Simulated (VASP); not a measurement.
A run of VASP 6.6.1 is set up as follows.

INCAR

```
SYSTEM = Cu
PREC = Accurate
ENCUT = 600
EDIFF = 1E-6
ISMEAR = 0
SIGMA = 0.1
LREAL = .False.
LASPH = .True.
NELM = 120
ALGO = Normal
ISIF = 2
LWAVE = .False.
LCHARG = .False.
NBANDS = 12
GGA_COMPAT = .False.
```

KPOINTS

```
regular mesh
0
Gamma
  11 11 11
  0 0 0
```

The input POSCAR:

```
Cu
1.0
    2.3385700798      0.0000000000      0.0000000000
    0.0000000000      2.3385700798      0.0000000000
    0.0000000000      0.0000000000      2.3385700798
Cu
1
Direct
    0.0000000000      0.0000000000      0.0000000000
```

Potentials or basis: VASP PAW LDA potentials, release 64 (Cu).

Command:

```sh
$ cat potpaw_LDA.64/Cu/POTCAR > POTCAR
$ mpirun -np 1 vasp_std > vasp.out
```

Problem. What does it give for the pressure?

Solution. -1.2 GPa.
